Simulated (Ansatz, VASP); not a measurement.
## EuRu3 in VASP and in Ansatz

```
Eu Ru
1.0
     4.08693    0.00000    0.00000
     0.00000    4.08693    0.00000
     0.00000    0.00000    4.08693
Eu Ru
1 3
Direct
  0.00000 0.00000 0.00000
  0.00000 0.50000 0.50000
  0.50000 0.50000 0.00000
  0.50000 0.00000 0.50000
```

Alike in both runs: task single point; functional PBE; k mesh 8 × 8 × 8; occupations gaussian, width 0.05 eV; collinear spin; Hubbard terms Eu f U = 6.0 eV.

|  | VASP | Ansatz |
| --- | --- | --- |
| version | VASP 6.6.1 | Ansatz 0.2.0 |
| potentials or method | VASP PAW PBE potentials, release 64 (Eu, Ru_pv), cutoff 520 eV | scalar-relativistic, plane waves, PAW |
| valence electrons in the cell | 59 | 65 |

```csv
,VASP,Ansatz,Ansatz less VASP
gap on the k mesh at the Fermi level (eV),none,none,-
pressure (GPa),-0.5,0.0,+0.50
net moment per atom (μB),1.22,1.21,-0.010
size of the moment on the site where the two differ most (μB),6.45,6.59,+0.142
```

Site moments also hang on the region over which each program counts them. The programs project onto different local orbitals, so the same U acts differently, and such runs can settle in different states. A gap of «none» marks a metal or a gap that the smearing closes. VASP's potentials hold 59 valence electrons a cell and Ansatz's 65, so a difference there can come from the potentials and not from the codes. Ansatz's warnings: filled band counts differ across k points.

Spin-orbit coupling is off throughout.
